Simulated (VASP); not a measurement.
Here is a VASP 6.6.1 calculation.

Contents of INCAR:

```
SYSTEM = InSe
PREC = Accurate ; ENCUT = 520
EDIFF = 1E-7 ; ISMEAR = -1
SIGMA = 0.05 ; LREAL = .FALSE.
LASPH = .TRUE. ; NELM = 80
ALGO = Normal ; ISIF = 2
LWAVE = .FALSE. ; LCHARG = .TRUE.
GGA = PS ; LELF = .TRUE.
LVHAR = .TRUE. ; NBANDS = 27
```

File KPOINTS:

```
regular mesh
0
G
  7 7 6
  0 0 0
```

POSCAR

```
InSe
1.0
    5.9406648870     -2.0949464201      0.0000000000
    5.9406648870      2.0949464201      0.0000000000
   -1.7570304771      0.0000000000      4.8649274559
In Se
2 2
Direct
    0.8882032500      0.8882032500      0.0468413600
    0.1117967500      0.1117967500      0.9531586400
    0.6609275900      0.6609275900      0.6689556200
    0.3390724100      0.3390724100      0.3310443800
```

Potentials or basis: VASP PAW PBE potentials, release 64 (In_d, Se).

The run is started by

```console
$ cat potpaw_PBE.64/In_d/POTCAR potpaw_PBE.64/Se/POTCAR > POTCAR
$ mpirun -np 1 vasp_std > vasp.out
```

Q: Estimate the largest force.

A: 0.326 eV/Å.

Q: What does it give for the pressure?

A: -3.5 GPa.

Q: What does it give for the band gap on the k mesh?

A: 0.97 eV, indirect (least direct gap 0.99 eV).

Stress tensor (GPa, compression positive):
```
-4.14  0.00 -0.07
 0.00 -3.56  0.00
-0.07  0.00 -2.89
```

Caveat: the PAW data sets were made with another functional, which shifts forces and pressure a little; spin-orbit coupling is left out, which moves the levels of the heavy elements. As with any semilocal functional, this PBEsol gap is likely too small.
